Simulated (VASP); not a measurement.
# Al (C222_1) in VASP: notebook

The runs below take Al through single point, with PBE+D3(BJ).

Everything below comes from runs of VASP 6.6.1. Logs are shortened: lines on timing, memory, paths and dates and some standing lists are left out, and cuts for length are marked.

**1. The cell of the first run**

The structure is orthorhombic, space group C222_1 (No. 20). The conventional cell has a = 2.852 Å, b = 4.940 Å, c = 9.241 Å, α = 90.00°, β = 90.00°, γ = 90.00°. Within 3.6 Å of Al (site symmetry 2) lie 12 Al at 2.72 to 2.97 Å. Within 3.6 Å of Al (site symmetry 2) lie 12 Al at 2.72 to 2.97 Å.

**2. Single point, PBE+D3(BJ)**

File INCAR:

```
SYSTEM = Al
PREC = Accurate
ENCUT = 520
EDIFF = 1E-7
ISMEAR = 0
SIGMA = 0.15
LREAL = .False.
LASPH = .True.
NELM = 80
ALGO = Fast
ISIF = 2
LWAVE = .False.
LCHARG = .True.
GGA = PE
IVDW = 12
LELF = .True.
LVHAR = .True.
NBANDS = 14
```

File KPOINTS:

```
regular mesh
0
Gamma
  18 18 4
  0 0 0
```

File POSCAR:

```
Al
1.0
    2.8518540810      0.0000000000      0.0000000000
   -1.4259270405      2.4697780820      0.0000000000
    0.0000000000      0.0000000000      9.2410470711
Al
4
Direct
   -0.0862699258      0.0000000000      0.0000000000
    0.3333333333      0.6666666667      0.2500000000
    0.0862699258      0.0000000000      0.5000000000
    0.6666666667      0.3333333333      0.7500000000
```

Potentials or basis: VASP PAW PBE potentials, release 64 (Al).

Run with:

```console
> cat potpaw_PBE.64/Al/POTCAR > POTCAR
> mpirun -np 1 vasp_std > vasp.out
```

OUTCAR:

```text
SYSTEM = Al
   PREC = Accurate
   ENCUT = 520
   EDIFF = 1E-7
   ISMEAR = 0
   LREAL = .False.
   LASPH = .True.
   NELM = 80
   ISIF = 2
   GGA = PE
   IVDW = 12
 IVDW          = 12

 ion  position               nearest neighbor table
   1  0.914  0.000  0.000-   4 2.72   2 2.72   2 2.85   4 2.85   2 2.97   4 2.97
   2  0.333  0.667  0.250-   3 2.72   1 2.72   1 2.85   3 2.85   1 2.97   3 2.97
   3  0.086  0.000  0.500-   2 2.72   4 2.72   4 2.85   2 2.85   4 2.97   2 2.97
   4  0.667  0.333  0.750-   1 2.72   3 2.72   3 2.85   1 2.85   3 2.97   1 2.97

  LATTYP: Found a hexagonal cell.
 ALAT       =     2.8518540810
 C/A-ratio  =     3.2403646220

  Lattice vectors:

 A1 = (   2.8518540810,   0.0000000000,   0.0000000000)
 A2 = (  -1.4259270405,   2.4697780820,   0.0000000000)
 A3 = (   0.0000000000,   0.0000000000,   9.2410470711)

Analysis of symmetry for initial positions (statically):
=====================================================================
 Subroutine PRICEL returns:
 Original cell was already a primitive cell.

 Routine SETGRP: Setting up the symmetry group for a
 hexagonal supercell.

 Subroutine GETGRP returns: Found  4 space group operations
 (whereof  2 operations were pure point group operations)
 out of a pool of 24 trial point group operations.

The static configuration has the point symmetry C_2 .
 The point group associated with its full space group is D_2 .

Analysis of symmetry for dynamics (positions and initial velocities):
=====================================================================
 Subroutine PRICEL returns:
 Original cell was already a primitive cell.

 Routine SETGRP: Setting up the symmetry group for a
 hexagonal supercell.

 Subroutine GETGRP returns: Found  4 space group operations
 (whereof  2 operations were pure point group operations)
 out of a pool of 24 trial point group operations.

The dynamic configuration has the point symmetry C_2 .
 The point group associated with its full space group is D_2 .

 Subroutine INISYM returns: Found  4 space group operations
 (whereof  2 operations are pure point group operations),
 and found     1 'primitive' translations

----------------------------------------------------------------------------------------

                                     Primitive cell

  volume of cell :      65.0888

  direct lattice vectors                    reciprocal lattice vectors
     2.851854081  0.000000000  0.000000000     0.350649077  0.202447339  0.000000000
    -1.425927040  2.469778082  0.000000000     0.000000000  0.404894677  0.000000000
     0.000000000  0.000000000  9.241047071     0.000000000  0.000000000  0.108212846

  length of vectors
     2.851854081  2.851854081  9.241047071     0.404894677  0.404894677  0.108212846

  position of ions in fractional coordinates (direct lattice)
     0.913730074  0.000000000  0.000000000
     0.333333333  0.666666667  0.250000000
     0.086269926  0.000000000  0.500000000
     0.666666667  0.333333333  0.750000000

  ion indices of the primitive-cell ions
   primitive index   ion index
                 1           1
                 2           2
                 3           3
                 4           4

----------------------------------------------------------------------------------------

 KPOINTS: regular mesh

Automatic generation of k-mesh.
 Grid dimensions read from file:
 generate k-points for:   18   18    4

 Generating k-lattice:

  Cartesian coordinates                     Fractional coordinates (reciprocal lattice)
     0.019480504  0.011247074  0.000000000     0.055555556  0.000000000  0.000000000
     0.000000000  0.022494149  0.000000000     0.000000000  0.055555556  0.000000000
     0.000000000  0.000000000  0.027053211     0.000000000  0.000000000  0.250000000

  Length of vectors
     0.022494149  0.022494149  0.027053211

  Shift w.r.t. Gamma in fractional coordinates (k-lattice)
     0.000000000  0.000000000  0.000000000

 Subroutine IBZKPT returns following result:
 ===========================================

 Found    273 irreducible k-points:

 Following reciprocal coordinates:
            Coordinates               Weight
  0.000000  0.000000  0.000000      1.000000
  0.055556 -0.000000  0.000000      4.000000
  0.000000  0.055556  0.000000      2.000000
  0.111111 -0.000000  0.000000      4.000000
  0.000000  0.111111  0.000000      2.000000
  0.166667  0.000000  0.000000      4.000000
[... 16 lines left out ...]
 -0.055556  0.166667  0.000000      4.000000
 -0.166667  0.111111  0.000000      4.000000
 [... further k-points ...]
   k-points           NKPTS =    273   k-points in BZ     NKDIM =    273   number of bands    NBANDS=     14
   number of dos      NEDOS =    301   number of ions     NIONS =      4
   total plane-waves  NPLWV =  40320
   dimension x,y,z NGX =    24 NGY =   24 NGZ =   70
   dimension x,y,z NGXF=    48 NGYF=   48 NGZF=  140
   ions per type =               4
   NGX,Y,Z   is equivalent  to a cutoff of  13.99, 13.99, 12.59 a.u.
   NGXF,Y,Z  is equivalent  to a cutoff of  27.98, 27.98, 25.19 a.u.
 SYSTEM =  Al
   PREC   = accura    normal or accurate (medium, high low for compatibility)
   ISTART =      0    job   : 0-new  1-cont  2-samecut
   ICHARG =      2    charge: 1-file 2-atom 10-const
   ISPIN  =      1    spin polarized calculation?
   LNONCOLLINEAR =      F non collinear calculations
   LSORBIT =      F    spin-orbit coupling
   LASPH  =      T    aspherical Exc in radial PAW
   ENCUT  =  520.0 eV  38.22 Ry    6.18 a.u.   5.30  5.30 17.18*2*pi/ulx,y,z
   NELM   =     80;   NELMIN=  2; NELMDL= -5     # of ELM steps
   EDIFF  = 0.1E-06   stopping-criterion for ELM
   LREAL  =      F    real-space projection
   EDIFFG = 0.1E-05   stopping-criterion for IOM
   NSW    =      0    number of steps for IOM
   IBRION =     -1    ionic relax: 0-MD 1-quasi-New 2-CG
   NFREE  =      0    steps in history (QN), initial steepest desc. (CG)
   ISIF   =      2    stress and relaxation
   ISYM   =      2    0-nonsym 1-usesym 2-fastsym
   POTIM  = 0.5000    time-step for ionic-motion
   TEBEG  =    0.0;   TEEND  =   0.0 temperature during run
   PSTRESS=    0.0 pullay stress
   NELECT =      12.0000    total number of electrons
   NUPDOWN=      -1.0000    fix difference up-down
   EMIN   =  10.00;   EMAX   =-10.00  energy-range for DOS
   EFERMI =   0.00;   METHOD = LEGACY
   ISMEAR =     0;   SIGMA  =   0.15  broadening in eV -4-tet -1-fermi 0-gaus
   EFERMI_NEDOS =   21; number of points for ismear=-14 and -15
   IALGO  =     68    algorithm
   IMIX   =      4    mixing-type and parameters
     AMIX     =   0.40;   BMIX     =  1.00
     AMIX_MAG =   1.60;   BMIX_MAG =  1.00
  volume/ion in A,a.u.               =      16.27       109.81
  Fermi-wavevector in a.u.,A,eV,Ry     =   0.931751  1.760754 11.812028  0.868160
  Thomas-Fermi vector in A             =   2.058277
   LORBIT       =      0    0 simple, 1 ext, 2 COOP (PROOUT), +10 PAW based schemes
   GGA     = PE    functional components
   LHFCALC =     F    Hartree Fock is set to
   AEXX    =    0.0000 exact exchange contribution
   IVDW    =    12    specifies the selected vdW correction
   LEPSILON=     F    determine dielectric tensor
   LRPA    =     F    only Hartree local field effects (RPA)
 non-spin polarized calculation
 RMM-DIIS sequential band-by-band and
 Gauss-broadening in eV      SIGMA  =   0.15
  energy-cutoff  :      520.00
  volume of cell :       65.09
 maximum number of plane-waves:      1775
 NGX is ok and might be reduce to    24
   NGX = 11   NGY = 11   NGZ = 35

 number of electron      12.0000000 magnetization

 Free energy of the ion-electron system (eV)
  ---------------------------------------------------
  ext. energy  EPLUGINS =         0.00000000
  ---------------------------------------------------
  free energy    TOTEN  =       -14.88903034 eV

  energy without entropy =      -14.87201175  energy(sigma->0) =      -14.88052105

 E-fermi :   8.1239     XC(G=0): -10.2459

 val. band max:        8.1228715948   @ k =  -0.1111   0.3889   0.2500
 cond. band min:       8.1519955788   @ k =   0.2222   0.2222   0.0000
 fundamental gap:      0.0291239839
 Fermi energy:         8.1238529678

 k-point     1 :       0.0000    0.0000    0.0000
  band No.  band energies     occupation
      1      -3.0874      2.00000
      2      -1.3665      2.00000
      3      -1.3626      2.00000
      4       3.5329      2.00000
      5       3.8443      2.00000
      6      11.7402      0.00000
      7      11.7499      0.00000
      8      18.8187      0.00000
      9      18.9341      0.00000
     10      18.9403      0.00000
     11      19.0520      0.00000
     12      20.0318      0.00000
     13      20.0968      0.00000
     14      20.1369      0.00000

 k-point     2 :       0.0556   -0.0000    0.0000
  band No.  band energies     occupation
      1      -3.0125      2.00000
      2      -1.2926      2.00000
      3      -1.2887      2.00000
      4       3.6020      2.00000
      5       3.9174      2.00000
      6      11.7969      0.00000
      7      11.8110      0.00000
      8      17.2526      0.00000
      9      17.8272      0.00000
     10      18.5928      0.00000
     11      18.6105      0.00000
     12      19.0219      0.00000
     13      19.2194      0.00000
     14      19.4312      0.00000

 k-point     3 :       0.0000    0.0556    0.0000
  band No.  band energies     occupation
      1      -3.0125      2.00000
      2      -1.2926      2.00000
      3      -1.2887      2.00000
      4       3.6021      2.00000
      5       3.9173      2.00000
      6      11.7983      0.00000
      7      11.8108      0.00000
      8      17.2089      0.00000
      9      17.9242      0.00000
     10      18.5532      0.00000
     11      18.6541      0.00000
     12      18.8425      0.00000
     13      19.2463      0.00000
     14      19.5675      0.00000

 k-point     4 :       0.1111   -0.0000    0.0000
  band No.  band energies     occupation
      1      -2.7882      2.00000
      2      -1.0709      2.00000
      3      -1.0671      2.00000
      4       3.8094      2.00000
      5       4.1358      2.00000
      6      11.9443      0.00000
      7      11.9956      0.00000
      8      15.2310      0.00000
      9      16.5793      0.00000
     10      16.6233      0.00000
     11      16.8752      0.00000
     12      18.1275      0.00000
     13      18.3033      0.00000
     14      18.6063      0.00000

 k-point     5 :       0.0000    0.1111    0.0000
  band No.  band energies     occupation
      1      -2.7881      2.00000
      2      -1.0709      2.00000
      3      -1.0671      2.00000
      4       3.8095      2.00000
      5       4.1357      2.00000
      6      11.9597      0.00000
      7      11.9875      0.00000
      8      15.1858      0.00000
      9      16.5697      0.00000
     10      16.6563      0.00000
     11      16.9841      0.00000
[... 276 lines left out ...]
 k-point    22 :       0.1111    0.0556    0.0000
  band No.  band energies     occupation
      1      -2.5641      2.00000
      2      -0.8496      2.00000
      3      -0.8459      2.00000
      4       4.0167      2.00000
      5       4.3529      2.00000
      6      12.0510      0.00000
      7      12.1779      0.00000
      8      14.2995      0.00000
      9      15.3195      0.00000
     10      15.6010      0.00000
     11      15.6242      0.00000
     12      16.7914      0.00000
     13      16.8901      0.00000
     14      19.0974      0.00000

 k-point    23 :      -0.0556    0.1667    0.0000
  band No.  band energies     occupation
      1      -2.5641      2.00000
      2      -0.8496      2.00000
      3      -0.8459      2.00000
      4       4.0169      2.00000
      5       4.3528      2.00000
      6      12.0801      0.00000
      7      12.1593      0.00000
      8      14.2378      0.00000
      9      15.3805      0.00000
     10      15.5814      0.00000
     11      15.6658      0.00000
     12      16.8066      0.00000
     13      16.8612      0.00000
     14      19.0743      0.00000

 k-point    24 :      -0.1667    0.1111    0.0000
  band No.  band energies     occupation
      1      -2.5642      2.00000
      2      -0.8497      2.00000
      3      -0.8459      2.00000
      4       4.0165      2.00000
      5       4.3530      2.00000
      6      12.0709      0.00000
      7      12.1476      0.00000
      8      14.2977      0.00000
      9      15.3481      0.00000
     10      15.5888      0.00000
     11      15.6322      0.00000
     12      16.8132      0.00000
     13      16.8737      0.00000
     14      19.0780      0.00000

 [... further k-points ...]

------------------------ aborting loop because EDIFF is reached ----------------------------------------

 Edisp (eV)   -1.36491

 E8    (eV) :    -0.6105

  FORCE on cell =-STRESS in cart. coord.  units (eV):
  Direction    XX          YY          ZZ          XY          YZ          ZX
  --------------------------------------------------------------------------------------
  -------------------------------------------------------------------------------------
  Total      -0.99952    -0.97835    -0.01997     0.00000     0.00000     0.00000
  in kB     -24.60343   -24.08237    -0.49168     0.00000     0.00000     0.00000
  external pressure =      -16.39 kB  Pullay stress =        0.00 kB

 VOLUME and BASIS-vectors are now :
 -----------------------------------------------------------------------------
  energy-cutoff  :      520.00
  volume of cell :       65.09
      direct lattice vectors                 reciprocal lattice vectors
     2.851854081  0.000000000  0.000000000     0.350649077  0.202447339  0.000000000
    -1.425927040  2.469778082  0.000000000     0.000000000  0.404894677  0.000000000
     0.000000000  0.000000000  9.241047071     0.000000000  0.000000000  0.108212846

 POSITION                                       TOTAL-FORCE (eV/Angst)
 -----------------------------------------------------------------------------------
      2.60582      0.00000      0.00000         0.194914      0.000000      0.000000
     -0.00000      1.64652      2.31026        -0.000000     -0.079153      0.000000
      0.24603      0.00000      4.62052        -0.194914      0.000000      0.000000
      1.42593      0.82326      6.93079         0.000000      0.079153      0.000000
 -----------------------------------------------------------------------------------
    total drift:                               -0.000000      0.000000      0.000000

  FREE ENERGIE OF THE ION-ELECTRON SYSTEM (eV)
  ---------------------------------------------------
  free  energy   TOTEN  =       -16.2539437300 eV

  energy  without entropy=      -16.2369251416  energy(sigma->0) =      -16.24543444
```

Wall time 3.2 min (1 thread of Intel Xeon Platinum 8488C (Sapphire Rapids), shared host); peak memory 0.32 GiB.

Results:

```
Free energy                : -16.2539 eV
Pressure                   : -1.6 GPa
Largest force              : 0.195 eV/Å
Band gap on the k mesh     : zero (band 6 reaches 12.15 eV, above the bottom of band 7 at 6.50 eV)
Dispersion energy per atom : -0.341 eV
```

Forces on the atoms (eV/Å):
```
Al   0.195  0.000  0.000
Al   0.000 -0.079  0.000
Al  -0.195  0.000  0.000
Al   0.000  0.079  0.000
```

Caveat: pairwise dispersion overbinds metals, which lowers pressure and volume.

**3. Single point, PBE+D3(BJ)**

This run uses another cell than the first one, of 16.71 Å³/atom, 1.027 times its volume.

File INCAR:

```
PREC = Accurate
ENCUT = 520
EDIFF = 1E-6
ISMEAR = 0
SIGMA = 0.15
LREAL = F
LASPH = T
NELM = 60
ALGO = Fast
ISIF = 2
LWAVE = F
LCHARG = F
GGA = PE
IVDW = 12
NBANDS = 14
```

File KPOINTS:

```
regular mesh
0
Gamma
  18 18 4
```

File POSCAR:

```
Al
1.0
    2.8895673394      0.0000000000      0.0000000000
   -1.4447836697      2.5024387218      0.0000000000
    0.0000000000      0.0000000000      9.2410470711
Al
4
Direct
   -0.1294048887      0.0000000000      0.0000000000
    0.3333333333      0.6666666667      0.2500000000
    0.1294048887      0.0000000000      0.5000000000
    0.6666666667      0.3333333333      0.7500000000
```

Potentials or basis: VASP PAW PBE potentials, release 64 (Al).

Run with:

```console
> cat potpaw_PBE.64/Al/POTCAR > POTCAR
> mpirun -np 1 vasp_std > vasp.out
```

It took 2.3 min on 1 thread of Intel Xeon Platinum 8488C (Sapphire Rapids), shared host; peak memory 0.33 GiB.

Results (log left out):

```
Free energy                : -16.1568 eV
Pressure                   : -2.9 GPa
Largest force              : 0.289 eV/Å
Band gap on the k mesh     : zero (band 6 reaches 11.92 eV, above the bottom of band 7 at 6.17 eV)
Dispersion energy per atom : -0.332 eV
```

Forces on the atoms (eV/Å):
```
Al   0.289  0.000  0.000
Al   0.000 -0.169  0.000
Al  -0.289  0.000  0.000
Al   0.000  0.169  0.000
```

Stress tensor (GPa, compression positive):
```
-4.38  0.00  0.00
 0.00 -4.30  0.00
 0.00  0.00  0.05
```

Levels at points of the mesh, in eV from the Fermi level:
```tsv
k point	band 2	band 3	band 4	band 5	band 6	band 7	band 8	band 9	band 10	band 11
(0.00, 0.00, 0.00)	-9.31	-9.31	-4.43	-4.08	3.78	3.79	10.32	10.36	10.58	10.59
(0.50, 0.00, 0.00)	-5.22	-3.82	-3.79	-3.39	-3.36	1.06	1.16	1.59	1.68	5.34
(0.00, 0.50, 0.00)	-5.18	-3.90	-3.80	-3.37	-3.24	0.82	1.34	1.48	1.79	5.40
(0.00, 0.00, 0.50)	-10.60	-7.18	-7.18	-0.57	-0.57	8.60	8.60	10.59	10.59	10.77
(0.50, 0.00, 0.50)	-4.88	-4.79	-4.79	-1.93	-1.93	-1.04	-1.04	4.58	4.58	4.91
(0.00, 0.50, 0.50)	-4.91	-4.77	-4.77	-1.82	-1.82	-1.14	-1.14	4.57	4.57	4.83
```

Caveat: pairwise dispersion overbinds metals, which lowers pressure and volume.

**4. Single point, PBE+D3(BJ)**

This run uses another cell than the first one, of 16.71 Å³/atom, 1.027 times its volume.

File INCAR:

```
PREC = Accurate
ENCUT = 520
EDIFF = 1E-6
ISMEAR = 0
SIGMA = 0.15
LREAL = False
LASPH = True
NELM = 100
ALGO = Fast
ISIF = 2
LWAVE = False
LCHARG = True
GGA = PE
IVDW = 12
LELF = True
LVHAR = True
NBANDS = 14
```

KPOINTS is that of step 3.

File POSCAR:

```
Al
1.0
    2.8895673394      0.0000000000      0.0000000000
   -1.4447836697      2.5024387218      0.0000000000
    0.0000000000      0.0000000000      9.2410470711
Al
4
Direct
   -0.0431349629      0.0000000000      0.0000000000
    0.3333333333      0.6666666667      0.2500000000
    0.0431349629      0.0000000000      0.5000000000
    0.6666666667      0.3333333333      0.7500000000
```

Run with:

```console
> cat potpaw_PBE.64/Al/POTCAR > POTCAR
> mpirun -np 1 vasp_std > vasp.out
```

Run time: 2.7 min. Hardware: 1 thread of Intel Xeon Platinum 8488C (Sapphire Rapids), shared host; peak memory 0.33 GiB.

The run converged. Its results:

| Item | Value |
| --- | --- |
| Free energy | -16.2499 eV |
| Pressure | -3.9 GPa |
| Largest force | 0.090 eV/Å |
| Band gap on the k mesh | zero (band 6 reaches 11.99 eV, above the bottom of band 7 at 6.26 eV) |
| Dispersion energy per atom | -0.332 eV |

Forces on the atoms (eV/Å):
```
Al   0.090  0.000  0.000
Al   0.000 -0.019  0.000
Al  -0.090  0.000  0.000
Al   0.000  0.019  0.000
```

Stress tensor (GPa, compression positive):
```
-4.66  0.00  0.00
 0.00 -4.66  0.00
 0.00  0.00 -2.33
```

Levels at points of the mesh, in eV from the Fermi level:
```
           k point  band 4  band 5  band 6  band 7  band 8  band 9
(0.00, 0.00, 0.00)   -4.42   -4.09    3.81    3.83   10.26   10.29
(0.50, 0.00, 0.00)   -3.80   -3.37   -3.25    0.90    1.33    1.49
(0.00, 0.50, 0.00)   -3.80   -3.37   -3.24    0.87    1.35    1.48
(0.00, 0.00, 0.50)   -7.19   -0.56   -0.56    8.73    8.73   10.57
(0.50, 0.00, 0.50)   -4.77   -1.83   -1.83   -1.14   -1.14    4.72
(0.00, 0.50, 0.50)   -4.77   -1.81   -1.81   -1.15   -1.15    4.72
```

Caveat: pairwise dispersion overbinds metals, which lowers pressure and volume.
